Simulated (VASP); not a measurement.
# MgO (P1) in VASP: further runs

The runs below take MgO through single point, with PBEsol.

Everything below comes from runs of VASP 6.6.1. Logs are shortened: lines on timing, memory, paths and dates and some standing lists are left out, and cuts for length are marked.

## Step 1: The cell of the first run

The typed cell holds 8 atoms: a = 3.255 Å, b = 3.255 Å, c = 10.415 Å, α = 90.00°, β = 90.00°, γ = 120.00°.

## Step 2: Single point, PBEsol (atom 6 (O) moved by -0.260 Å along [1 0 0] and +0.260 Å along [0 0 1])

INCAR

```
PREC = Accurate
ENCUT = 520
EDIFF = 1E-6
ISMEAR = 0
SIGMA = 0.05
LREAL = F
LASPH = T
NELM = 100
ALGO = Normal
ISIF = 2
LWAVE = F
LCHARG = F
GGA = PS
NBANDS = 26
```

KPOINTS

```
Automatic mesh
0
Gamma
  9 9 4
```

POSCAR

```
MgO
1.0
    3.2553371795      0.0000000000      0.0000000000
   -1.6276685897      2.8192046953      0.0000000000
    0.0000000000      0.0000000000     10.4149514991
Mg O
4 4
Direct
    0.3333333333      0.6666666667      0.9695963559
    0.0000000000      0.0000000000      0.2209473890
    0.0000000000      0.0000000000      0.7209473890
    0.6666666667      0.3333333333      0.4695963559
    0.3333333333      0.6666666667      0.7799156657
   -0.0798688387      0.0000000000      0.5545028799
    0.0000000000      0.0000000000      0.0295387694
    0.6666666667      0.3333333333      0.2799156657
```

Potentials or basis: VASP PAW PBE potentials, release 64 (Mg, O).

On the command line:

```
$ cat potpaw_PBE.64/Mg/POTCAR potpaw_PBE.64/O/POTCAR > POTCAR
$ mpirun -np 1 vasp_std > vasp.out
```

OUTCAR:

```text
PREC = Accurate
   ENCUT = 520
   EDIFF = 1E-6
   ISMEAR = 0
   LREAL = F
   LASPH = T
   NELM = 100
   ISIF = 2
   GGA = PS

 ion  position               nearest neighbor table
   1  0.333  0.667  0.970-   5 1.98   7 1.98   7 1.98   7 1.98   3 3.20   3 3.20   3 3.20   2 3.22
                             2 3.22   2 3.22
   2  0.000  0.000  0.221-   8 1.98   8 1.98   8 1.98   7 1.99   4 3.20   4 3.20   4 3.20   1 3.22
                             1 3.22   1 3.22
   3  0.000  0.000  0.721-   6 1.75   5 1.98   5 1.98   5 1.98   1 3.20   1 3.20   1 3.20   4 3.22
                             4 3.22   4 3.22
   4  0.667  0.333  0.470-   6 1.88   8 1.98   6 2.09   6 2.29   2 3.20   2 3.20   2 3.20   3 3.22
                             3 3.22   3 3.22
   5  0.333  0.667  0.780-   1 1.98   3 1.98   3 1.98   3 1.98
   6  0.920  0.000  0.555-   3 1.75   4 1.88   4 2.09   4 2.29
   7  0.000  0.000  0.030-   1 1.98   1 1.98   1 1.98   2 1.99
   8  0.667  0.333  0.280-   4 1.98   2 1.98   2 1.98   2 1.98

  LATTYP: Found a hexagonal cell.
 ALAT       =     3.2553371795
 C/A-ratio  =     3.1993464655

  Lattice vectors:

 A1 = (   3.2553371795,   0.0000000000,   0.0000000000)
 A2 = (  -1.6276685897,   2.8192046953,   0.0000000000)
 A3 = (   0.0000000000,   0.0000000000,  10.4149514991)

Analysis of symmetry for initial positions (statically):
=====================================================================
 Subroutine PRICEL returns:
 Original cell was already a primitive cell.

 Routine SETGRP: Setting up the symmetry group for a
 hexagonal supercell.

 Subroutine GETGRP returns: Found  1 space group operations
 (whereof  1 operations were pure point group operations)
 out of a pool of 24 trial point group operations.

The static configuration has the point symmetry C_1 .

Analysis of symmetry for dynamics (positions and initial velocities):
=====================================================================
 Subroutine PRICEL returns:
 Original cell was already a primitive cell.

 Routine SETGRP: Setting up the symmetry group for a
 hexagonal supercell.

 Subroutine GETGRP returns: Found  1 space group operations
 (whereof  1 operations were pure point group operations)
 out of a pool of 24 trial point group operations.

The dynamic configuration has the point symmetry C_1 .

 Subroutine INISYM returns: Found  1 space group operations
 (whereof  1 operations are pure point group operations),
[... 107 lines left out ...]
   NELM   =    100;   NELMIN=  2; NELMDL= -5     # of ELM steps
   EDIFF  = 0.1E-05   stopping-criterion for ELM
   LREAL  =      F    real-space projection
   EDIFFG = 0.1E-04   stopping-criterion for IOM
   NSW    =      0    number of steps for IOM
   IBRION =     -1    ionic relax: 0-MD 1-quasi-New 2-CG
   NFREE  =      0    steps in history (QN), initial steepest desc. (CG)
   ISIF   =      2    stress and relaxation
   ISYM   =      2    0-nonsym 1-usesym 2-fastsym
   POTIM  = 0.5000    time-step for ionic-motion
   TEBEG  =    0.0;   TEEND  =   0.0 temperature during run
   PSTRESS=    0.0 pullay stress
   NELECT =      32.0000    total number of electrons
   NUPDOWN=      -1.0000    fix difference up-down
   EMIN   =  10.00;   EMAX   =-10.00  energy-range for DOS
   EFERMI =   0.00;   METHOD = LEGACY
   ISMEAR =     0;   SIGMA  =   0.05  broadening in eV -4-tet -1-fermi 0-gaus
   EFERMI_NEDOS =   21; number of points for ismear=-14 and -15
   IALGO  =     38    algorithm
   IMIX   =      4    mixing-type and parameters
     AMIX     =   0.40;   BMIX     =  1.00
     AMIX_MAG =   1.60;   BMIX_MAG =  1.00
  volume/ion in A,a.u.               =      11.95        80.63
  Fermi-wavevector in a.u.,A,eV,Ry     =   1.136750  2.148146 17.581449  1.292200
  Thomas-Fermi vector in A             =   2.273455
   LORBIT       =      0    0 simple, 1 ext, 2 COOP (PROOUT), +10 PAW based schemes
   GGA     = PS    functional components
   LHFCALC =     F    Hartree Fock is set to
   AEXX    =    0.0000 exact exchange contribution
   IVDW    =     0    specifies the selected vdW correction
   LEPSILON=     F    determine dielectric tensor
   LRPA    =     F    only Hartree local field effects (RPA)
 non-spin polarized calculation
 Gauss-broadening in eV      SIGMA  =   0.05
  energy-cutoff  :      520.00
  volume of cell :       95.58
 maximum number of plane-waves:      2616
   NGX = 13   NGY = 13   NGZ = 39

 number of electron      32.0000020 magnetization

 Free energy of the ion-electron system (eV)
  ---------------------------------------------------
  ext. energy  EPLUGINS =         0.00000000
  ---------------------------------------------------
  free energy    TOTEN  =       -48.16896078 eV

  energy without entropy =      -48.16896078  energy(sigma->0) =      -48.16896078

 E-fermi :   1.6488     XC(G=0):  -9.9276

 val. band max:        1.3400743308   @ k =   0.0000   0.0000   0.0000
 cond. band min:       3.8995926142   @ k =   0.0000   0.0000   0.0000
 fundamental gap:      2.5595182834
 Fermi energy:         1.6488043276

 k-point     1 :       0.0000    0.0000    0.0000
  band No.  band energies     occupation
      1     -15.6546      2.00000
      2     -14.8570      2.00000
      3     -14.8091      2.00000
      4     -13.9240      2.00000
      5      -2.6486      2.00000
      6      -1.2856      2.00000
[... 685 lines left out ...]
     25      13.0828      0.00000
     26      13.8800      0.00000

 [... further k-points ...]
[... 5 lines left out ...]
  --------------------------------------------------------------------------------------
  -------------------------------------------------------------------------------------
  Total       -0.0080024     -0.4533587      4.6465524     -0.5198717     -0.6273646      1.6374281
  in kB       -0.1341381     -7.5992848     77.8863915     -8.7141883    -10.5160037     27.4468793
  external PRESSURE =      23.3843228 kB  Pullay stress =       0.0000000 kB

 VOLUME and BASIS-vectors are now :
 -----------------------------------------------------------------------------
  energy-cutoff  :      520.00
  volume of cell :       95.58
      direct lattice vectors                 reciprocal lattice vectors
     3.255337180  0.000000000  0.000000000     0.307187841  0.177354983  0.000000000
    -1.627668590  2.819204695  0.000000000     0.000000000  0.354709965  0.000000000
     0.000000000  0.000000000 10.414951499     0.000000000  0.000000000  0.096015810

 POSITION                                       TOTAL-FORCE (eV/Angst)
 -----------------------------------------------------------------------------------
     -0.00000      1.87947     10.09830        -0.002129     -0.000869     -0.540348
      0.00000      0.00000      2.30116        -0.015196      0.000058     -0.564096
      0.00000      0.00000      7.50863         0.318123      0.000373      3.084106
      1.62767      0.93973      4.89082        -1.277537      0.593115      1.150141
     -0.00000      1.87947      8.12278        -0.079470     -0.030377      0.600849
      2.99534      0.00000      5.77512         1.090621     -0.570880     -4.804260
      0.00000      0.00000      0.30764         0.000717     -0.000228      0.553098
      1.62767      0.93973      2.91531        -0.035128      0.008807      0.520511
 -----------------------------------------------------------------------------------
    total drift:                               -0.000332      0.000029     -0.001923

  FREE ENERGIE OF THE ION-ELECTRON SYSTEM (eV)
  ---------------------------------------------------
  free  energy   TOTEN  =       -48.1689607846 eV

  energy  without entropy=      -48.1689607846  energy(sigma->0) =      -48.16896078
```

OSZICAR:

```text
N       E                     dE             d eps       ncg     rms          rms(c)
DAV:   1     0.139136752513E+03    0.13914E+03   -0.14421E+04  8476   0.107E+03
DAV:   2    -0.455951497110E+02   -0.18473E+03   -0.17395E+03 11304   0.233E+02
DAV:   3    -0.563687550811E+02   -0.10774E+02   -0.10719E+02 10700   0.571E+01
DAV:   4    -0.564352005673E+02   -0.66445E-01   -0.66420E-01  9748   0.526E+00
DAV:   5    -0.564356018271E+02   -0.40126E-03   -0.40120E-03 10594   0.407E-01    0.158E+01
DAV:   6    -0.484472229986E+02    0.79884E+01   -0.28952E+01  9744   0.309E+01    0.559E+00
DAV:   7    -0.482709239871E+02    0.17630E+00   -0.53224E-01  9310   0.489E+00    0.320E+00
DAV:   8    -0.481729235199E+02    0.98000E-01   -0.22707E-01 10534   0.456E+00    0.531E-01
DAV:   9    -0.481702778894E+02    0.26456E-02   -0.24847E-02 10644   0.102E+00    0.264E-01
DAV:  10    -0.481702608915E+02    0.16998E-04   -0.10996E-02 10446   0.632E-01    0.262E-01
DAV:  11    -0.481691189394E+02    0.11420E-02   -0.18111E-03 10670   0.378E-01    0.830E-02
DAV:  12    -0.481689908701E+02    0.12807E-03   -0.53942E-04 10568   0.185E-01    0.269E-02
DAV:  13    -0.481689613913E+02    0.29479E-04   -0.74747E-05 10422   0.929E-02    0.105E-02
DAV:  14    -0.481689608913E+02    0.49997E-06   -0.25188E-05 10858   0.367E-02    0.693E-03
DAV:  15    -0.481689607846E+02    0.10676E-06   -0.56016E-06 10584   0.149E-02
   1 F= -.48168961E+02 E0= -.48168961E+02  d E =-.671962E-20
```

stdout:

```text
POSCAR found type information on POSCAR MgO
 POSCAR found :  2 types and       8 ions
 scaLAPACK will be used
 -----------------------------------------------------------------------------
|                                                                             |
|                                                                             |
|     You enforced a specific xc type in the INCAR file but a different       |
|     I HOPE YOU KNOW WHAT YOU ARE DOING!                                     |
|                                                                             |
 -----------------------------------------------------------------------------

 LDA part: xc-table for (Slater+PW92), standard interpolation
 POSCAR, INCAR and KPOINTS ok, starting setup
 FFT: planning ... GRIDC
 FFT: planning ... GRID_SOFT
 FFT: planning ... GRID
 WAVECAR not read
 entering main loop
```

It took 7.8 min on 1 thread of AMD EPYC 7R43 (Zen 3), shared host; peak memory 0.39 GiB.

What came out:

| Quantity | Value |
| --- | --- |
| Free energy | -48.1690 eV |
| Pressure | 2.3 GPa |
| Largest force | 4.959 eV/Å |
| Band gap on the k mesh | 2.56 eV, direct |

Forces in eV/Å, atoms in the order of the input:
```
Mg  -0.002 -0.001 -0.540
Mg  -0.015  0.000 -0.564
Mg   0.318  0.000  3.084
Mg  -1.278  0.593  1.150
O   -0.079 -0.030  0.601
O    1.091 -0.571 -4.804
O    0.001  0.000  0.553
O   -0.035  0.009  0.521
```

Stress tensor (GPa, compression positive):
```
-0.01 -0.87  2.74
-0.87 -0.76 -1.05
 2.74 -1.05  7.79
```

Caveat: the cell differs from its parent crystal (atom 6 (O) moved by -0.260 Å along [1 0 0] and +0.260 Å along [0 0 1]); the PAW data sets were made with another functional, which shifts forces and pressure a little.

## Step 3: Single point, PBEsol (atom 6 (O) moved by -0.260 Å along [1 0 0] and +0.000 Å along [0 0 1])

INCAR

```
SYSTEM = MgO
PREC = Accurate
ENCUT = 520
EDIFF = 1E-6
ISMEAR = 0
SIGMA = 0.05
LREAL = .False.
LASPH = .True.
NELM = 80
ALGO = Normal
ISIF = 2
LWAVE = .False.
LCHARG = .False.
GGA = PS
NBANDS = 26
```

KPOINTS

```
Automatic mesh
0
Gamma
  9 9 4
  0 0 0
```

POSCAR: that of step 2 with these lines changed.

```diff
@@ -13,3 +13,3 @@
     0.3333333333      0.6666666667      0.7799156657
-   -0.0798688387      0.0000000000      0.5545028799
+   -0.0798688387      0.0000000000      0.5295387694
     0.0000000000      0.0000000000      0.0295387694
```

Potentials or basis: VASP PAW PBE potentials, release 64 (Mg, O).

On the command line:

```
$ cat potpaw_PBE.64/Mg/POTCAR potpaw_PBE.64/O/POTCAR > POTCAR
$ mpirun -np 1 vasp_std > vasp.out
```

It took 4.6 min on 1 thread of AMD EPYC 7R43 (Zen 3), shared host; peak memory 0.39 GiB.

It converged, with:

```
Free energy            : -48.5927 eV
Pressure               : 1.2 GPa
Largest force          : 3.178 eV/Å
Band gap on the k mesh : 3.35 eV, direct
```

Forces on the atoms (eV/Å):
```
Mg  -0.002 -0.001 -0.003
Mg  -0.024  0.000 -0.012
Mg  -0.147  0.000 -0.094
Mg  -2.567  1.174 -0.692
O   -0.053 -0.020  0.021
O    2.851 -1.169  0.780
O    0.001  0.000  0.006
O   -0.059  0.015 -0.006
```

Stress tensor (GPa, compression positive):
```
 2.18 -3.27  2.33
-3.27  1.05 -1.39
 2.33 -1.39  0.31
```

Levels at points of the mesh, in eV from the valence-band top:
| k point | band 13 | band 14 | band 15 | band 16 | band 17 | band 18 | band 19 | band 20 |
| --- | --- | --- | --- | --- | --- | --- | --- | --- |
| (0.00, 0.00, 0.00) | -0.27 | -0.24 | -0.13 | 0.00 | 3.35 | 5.71 | 5.79 | 8.42 |
| (0.00, 0.00, 0.50) | -0.31 | -0.25 | -0.24 | -0.06 | 4.17 | 4.22 | 7.29 | 7.33 |

Caveat: the cell differs from its parent crystal (atom 6 (O) moved by -0.260 Å along [1 0 0] and +0.000 Å along [0 0 1]); the PAW data sets were made with another functional, which shifts forces and pressure a little.

## Step 4: Single point, PBEsol (atom 6 (O) moved by -0.520 Å along [1 0 0] and -0.390 Å along [0 0 1])

INCAR

```
  PREC = Accurate
  ENCUT = 520
  EDIFF = 1E-6
  ISMEAR = 0
  SIGMA = 0.05
  LREAL = F
  LASPH = T
  NELM = 80
  ALGO = Normal
  ISIF = 2
  LWAVE = F
  LCHARG = F
  GGA = PS
  NBANDS = 26
```

KPOINTS

```
Automatic mesh
0
Gamma
  9 9 4
```

POSCAR: that of step 3 with these lines changed.

```diff
@@ -13,3 +13,3 @@
     0.3333333333      0.6666666667      0.7799156657
-   -0.0798688387      0.0000000000      0.5295387694
+   -0.1597376773      0.0000000000      0.4920926037
     0.0000000000      0.0000000000      0.0295387694
```

On the command line:

```
$ cat potpaw_PBE.64/Mg/POTCAR potpaw_PBE.64/O/POTCAR > POTCAR
$ mpirun -np 1 vasp_std > vasp.out
```

It took 3.3 min on 1 thread of Intel Xeon Platinum 8488C (Sapphire Rapids), shared host; peak memory 0.42 GiB.

It converged, with:

| Property | Result |
| --- | --- |
| Free energy | -45.1777 eV |
| Pressure | 12.6 GPa |
| Largest force | 18.811 eV/Å |
| Band gap on the k mesh | 2.00 eV, direct |

Forces in eV/Å, atoms in the order of the input:
```
Mg   -0.001  -0.002   0.754
Mg   -0.070   0.000   0.760
Mg   -0.338  -0.001  -0.394
Mg  -13.610  10.669  -4.550
O    -0.048  -0.042  -0.700
O    14.302 -10.737   5.833
O     0.002   0.000  -0.763
O    -0.236   0.113  -0.941
```

Stress tensor (GPa, compression positive):
```
 21.14 -21.07   4.92
-21.07  17.30  -4.85
  4.92  -4.85  -0.53
```

Levels at points of the mesh, in eV from the valence-band top:
```
           k point  band 13  band 14  band 15  band 16  band 17  band 18  band 19  band 20
(0.00, 0.00, 0.00)    -0.98    -0.52    -0.08     0.00     2.00     4.56     5.17     7.89
(0.00, 0.00, 0.50)    -1.09    -0.84    -0.08    -0.01     2.48     3.70     6.23     6.82
```

Caveat: the cell differs from its parent crystal (atom 6 (O) moved by -0.520 Å along [1 0 0] and -0.390 Å along [0 0 1]); the PAW data sets were made with another functional, which shifts forces and pressure a little. A k mesh can miss the band edges.

## Step 5: Single point, PBEsol (atom 6 (O) moved by -0.520 Å along [1 0 0] and +0.520 Å along [0 0 1])

INCAR

```
SYSTEM = MgO
  PREC = Accurate
  ENCUT = 520
  EDIFF = 1E-6
  ISMEAR = 0
  SIGMA = 0.05
  LREAL = .FALSE.
  LASPH = .TRUE.
  NELM = 100
  ALGO = Normal
  ISIF = 2
  LWAVE = .FALSE.
  LCHARG = .TRUE.
  GGA = PS
  LELF = .TRUE.
  LVHAR = .TRUE.
  NBANDS = 26
```

KPOINTS

```
regular mesh
0
G
  9 9 4
  0 0 0
```

POSCAR: that of step 4 with these lines changed.

```diff
@@ -13,3 +13,3 @@
     0.3333333333      0.6666666667      0.7799156657
-   -0.1597376773      0.0000000000      0.4920926037
+   -0.1597376773      0.0000000000      0.5794669904
     0.0000000000      0.0000000000      0.0295387694
```

On the command line:

```
$ cat potpaw_PBE.64/Mg/POTCAR potpaw_PBE.64/O/POTCAR > POTCAR
$ mpirun -np 1 vasp_std > vasp.out
```

Wall time 3.6 min (1 thread of Intel Xeon Platinum 8488C (Sapphire Rapids), shared host); peak memory 0.42 GiB.

The run converged. Its results:

* Free energy: -45.8962 eV
* Pressure: 9.2 GPa
* Largest force: 13.057 eV/Å
* Band gap on the k mesh: 1.17 eV, direct

Forces on the atoms (eV/Å):
```
Mg   -0.003  -0.002  -0.969
Mg   -0.018   0.000  -1.010
Mg    3.238   0.009  10.084
Mg   -1.330   1.095   1.569
O    -0.233  -0.182   1.337
O    -1.613  -0.943 -12.923
O     0.001  -0.001   1.000
O    -0.042   0.023   0.912
```

Stress tensor (GPa, compression positive):
```
 3.65  0.42 10.04
 0.42  0.47 -2.87
10.04 -2.87 23.52
```

Levels at points of the mesh, in eV from the valence-band top:
```csv
k point,band 13,band 14,band 15,band 16,band 17,band 18,band 19,band 20
"(0.00, 0.00, 0.00)",-1.20,-0.81,-0.16,0.00,1.17,3.93,4.62,7.15
"(0.00, 0.00, 0.50)",-1.40,-0.98,-0.16,-0.01,1.57,3.23,5.71,6.02
```

Caveat: the cell differs from its parent crystal (atom 6 (O) moved by -0.520 Å along [1 0 0] and +0.520 Å along [0 0 1]); the PAW data sets were made with another functional, which shifts forces and pressure a little.
